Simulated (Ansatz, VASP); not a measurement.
**Two plane-wave programs on Ni**

File INCAR:

```
SYSTEM = Ni
PREC = Accurate ; ENCUT = 520
EDIFF = 1E-6 ; ISMEAR = -1
SIGMA = 0.05 ; LREAL = .False.
LASPH = .True. ; NELM = 150
ALGO = Normal ; ISIF = 2
LWAVE = .False. ; LCHARG = .False.
ISPIN = 2 ; MAGMOM = 0.852 0.852
LORBIT = 11 ; LMAXMIX = 4
GGA = RP ; NBANDS = 21
```

The input KPOINTS:

```
Automatic mesh
0
Gamma
  12 12 12
  0 0 0
```

File POSCAR:

```
Ni
1.0
    0.0000000000      2.5112029446      2.5112029446
    2.5112029446      0.0000000000      2.5112029446
    2.5112029446      2.5112029446      0.0000000000
Ni
2
Direct
    0.1250000000      0.1250000000      0.1250000000
    0.8750000000      0.8750000000      0.8750000000
```

Input for Ansatz:

```yaml
crystal:
  lattice:
    - [0.0, 2.5112029446, 2.5112029446]
    - [2.5112029446, 0.0, 2.5112029446]
    - [2.5112029446, 2.5112029446, 0.0]
  atoms:
    - { symbol: Ni, position: [0.125, 0.125, 0.125], spin: 0.852 }
    - { symbol: Ni, position: [0.875, 0.875, 0.875], spin: 0.852 }
hamiltonian:
  xc: rpbe
  pseudopotentials:
    kind: paw
    azcp:
      Ni: "pseudopotentials/Ni.paw.azcp"
basis:
  ecutwfc: 420
  fft_grid_basis: typed
kpoints:
  mp_grid: { grid: [12, 12, 12], shift: [0, 0, 0] }
magnetization:
  spin_polarized: true
scf:
  occupations: { method: fermi_dirac, width: 0.05 }
  lower_state_search: "off"
output:
  stress: true
```

Alike in both runs: task single point; functional RPBE; k mesh 12 × 12 × 12; occupations fermi-dirac, width 0.05 eV; collinear spin.

|  | VASP | Ansatz |
| --- | --- | --- |
| version | VASP 6.6.1 | Ansatz 0.2.0 |
| potentials or method | VASP PAW PBE potentials, release 64 (Ni), cutoff 520 eV | plane waves (420 eV) with PAW, scalar-relativistic |
| valence electrons in the cell | 20 | 36 |

```tsv
	VASP	Ansatz	Ansatz less VASP
pressure (GPa)	8.1	8.2	+0.08
net moment per atom (μB)	0.78	0.79	+0.014
size of the moment on the site where the two differ most (μB)	0.78	0.84	+0.052
```

VASP's potentials were made for PBE, not for RPBE. Site moments also hang on the region over which each program counts them. The functional is the same, so the differences come from potentials, cutoffs and numerics. VASP's potentials hold 20 valence electrons a cell and Ansatz's 36, so a difference there can come from the potentials and not from the codes.
